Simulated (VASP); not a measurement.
Set up this calculation in VASP 6.6.1, as the native input.

```
Task                   : relaxation of shape and atoms at fixed volume
Functional             : revPBE
Potentials or basis    : VASP PAW PBE potentials, release 64 (Si, Mo_sv)
Cutoff                 : 600 eV
k mesh                 : 10 × 10 × 10
Occupations            : gaussian, width 0.05 eV
Spin                   : no spin polarisation
Dipole correction      : no
Further INCAR settings : ALGO = Normal; EDIFF = 1e-06; IBRION = 2; EDIFFG = -0.01; NSW = 60; ISIF = 4
```

The structure of Si2Mo lies in POSCAR:

```
Si2Mo
1.0
   -1.5914556077      1.5914556077      3.8972472716
    1.5914556077     -1.5914556077      3.8972472716
    1.5914556077      1.5914556077     -3.8972472716
Si Mo
2 1
Direct
    0.3350050234      0.3350050234      0.0000000000
    0.6649949766      0.6649949766      0.0000000000
    0.0000000000      0.0000000000      0.0000000000
```

These files were run (other wordings do the same):

INCAR

```
PREC = Accurate
ENCUT = 600
EDIFF = 1E-6
ISMEAR = 0
SIGMA = 0.05
LREAL = False
LASPH = True
NELM = 80
ALGO = Normal
ISIF = 4
LWAVE = False
LCHARG = False
GGA = RE
IBRION = 2
NSW = 60
EDIFFG = -0.01
```

KPOINTS

```
Automatic mesh
0
Gamma
  10 10 10
```

Potentials or basis: VASP PAW PBE potentials, release 64 (Si, Mo_sv).

Command:

```sh
$ cat potpaw_PBE.64/Si/POTCAR potpaw_PBE.64/Mo_sv/POTCAR > POTCAR
$ mpirun -np 1 vasp_std > vasp.out
```

Results of the run:

* Energy gained by relaxing: 0.1 meV/atom
* Ionic steps: 3
* Pressure after relaxing: 8.8 GPa
* Largest force after relaxing: 0.010 eV/Å
* Band gap on the k mesh: zero (bands 11 and 12 overlap by 0.96 eV)

Caveat: the PAW data sets were made with another functional, which shifts forces and pressure a little.

It took 2.1 min on 1 thread of AMD EPYC 7R13 Processor (Zen 3), with other jobs on the host, peak memory 0.22 GiB.
